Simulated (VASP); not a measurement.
Input of a VASP 6.6.1 run:

Contents of INCAR:

```
PREC = Accurate
ENCUT = 520
EDIFF = 1E-6
ISMEAR = 1
SIGMA = 0.05
LREAL = False
LASPH = True
NELM = 80
ALGO = Normal
ISIF = 2
LWAVE = False
LCHARG = False
NBANDS = 18
```

KPOINTS

```
Automatic mesh
0
Gamma
  7 7 7
```

POSCAR

```
BaHg
1.0
    4.1787600000      0.0000000000      0.0000000000
    0.0000000000      4.1787600000      0.0000000000
    0.0000000000      0.0000000000      4.1787600000
Ba Hg
1 1
Direct
    0.0000000000      0.0000000000      0.0000000000
    0.5000000000      0.5000000000      0.5000000000
```

Potentials or basis: VASP PAW LDA potentials, release 64 (Ba_sv, Hg).

The run is started by

```sh
$ cat potpaw_LDA.64/Ba_sv/POTCAR potpaw_LDA.64/Hg/POTCAR > POTCAR
$ mpirun -np 1 vasp_std > vasp.out
```

(1) What does it give for the pressure?

(2) Predict the band gap on the k mesh.

Results:

(1) -2.5 GPa.

(2) zero (bands 11 and 12 overlap by 1.89 eV).

Caveat: spin-orbit coupling is left out, which moves the levels of the heavy elements.
